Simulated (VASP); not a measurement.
**RuC4: relaxation of cell and atoms with PBE**

RuC4:

```
Ru C
1.0
     2.70265    0.00000    0.00000
    -1.35132    2.34056    0.00000
     0.00000    0.00000    6.20358
Ru C
1 4
Cartesian
  0.0000 0.0000 0.0000
  0.0000 1.5604 4.8400
  0.0000 1.5604 3.3702
  1.3513 0.7802 1.3636
  1.3513 0.7802 2.8334
```

| Quantity | Value |
| --- | --- |
| Program | VASP 6.6.1 |
| Task | relaxation of cell and atoms |
| Functional | PBE |
| Potentials or basis | VASP PAW PBE potentials, release 64 (Ru_pv, C) |
| Cutoff | 600 eV |
| k mesh | 18 × 18 × 6 |
| Occupations | gaussian, width 0.1 eV |
| Spin | no spin polarisation |
| Dipole correction | no |
| Further INCAR settings | ALGO = Normal; EDIFF = 1e-06; IBRION = 2; EDIFFG = -0.01; NSW = 100; ISIF = 3 |

```yaml
Energy_gained_by_relaxing: 0.1 meV/atom
Ionic_steps: 5
Pressure_after_relaxing: 0.1 GPa
Largest_force_after_relaxing: 0.004 eV/Å
Band_gap_on_the_k_mesh: zero (band 15 reaches 10.93 eV, above the bottom of band 16 at 10.14 eV)
```

Forces in eV/Å, atoms in the order of the input:
```
Ru   0.000  0.000  0.000
C    0.000  0.000 -0.004
C    0.000  0.000 -0.002
C    0.000  0.000  0.004
C    0.000  0.000  0.002
```

Step by step:
```
step  energy change (eV)  largest force (eV/Å)  pressure (GPa)  volume (Å³)
   1              0.0000                0.1271           -0.03        39.24
   2              0.0003                0.1631            0.16        39.23
   3             -0.0004                0.0402            0.02        39.24
   4             -0.0005                0.0318            0.27        39.24
   5             -0.0005                0.0036            0.11        39.24
```

Final structure:
```yaml
crystal:
  lattice:
    - [2.70432, 0.00000, 0.00000]
    - [-1.35216, 2.34201, 0.00000]
    - [0.00000, 0.00000, 6.19577]
  atoms:
    - { symbol: Ru, position: [0.00000, 0.00000, 0.00000] }
    - { symbol: C, position: [0.33333, 0.66667, 0.78074] }
    - { symbol: C, position: [0.33333, 0.66667, 0.54322] }
    - { symbol: C, position: [0.66667, 0.33333, 0.21926] }
    - { symbol: C, position: [0.66667, 0.33333, 0.45678] }
```

Levels at points of the mesh, in eV from the Fermi level:
```tsv
k point	band 11	band 12	band 13	band 14	band 15	band 16	band 17	band 18	band 19
(0.00, 0.00, 0.00)	-3.12	-3.12	-2.64	-1.88	-1.88	0.62	0.62	4.66	5.46
(0.50, 0.00, 0.00)	-6.04	-4.68	-4.54	-3.04	0.31	1.03	1.87	3.59	3.85
(0.00, 0.00, 0.50)	-3.50	-3.50	-3.42	-2.02	-2.02	2.54	2.54	2.78	2.78
(0.50, 0.00, 0.50)	-5.87	-3.88	-3.74	-3.58	-0.51	0.31	1.62	3.66	4.49
```

It took 13 min on 1 thread of AMD EPYC 7R13, on a shared host, peak memory 0.28 GiB.
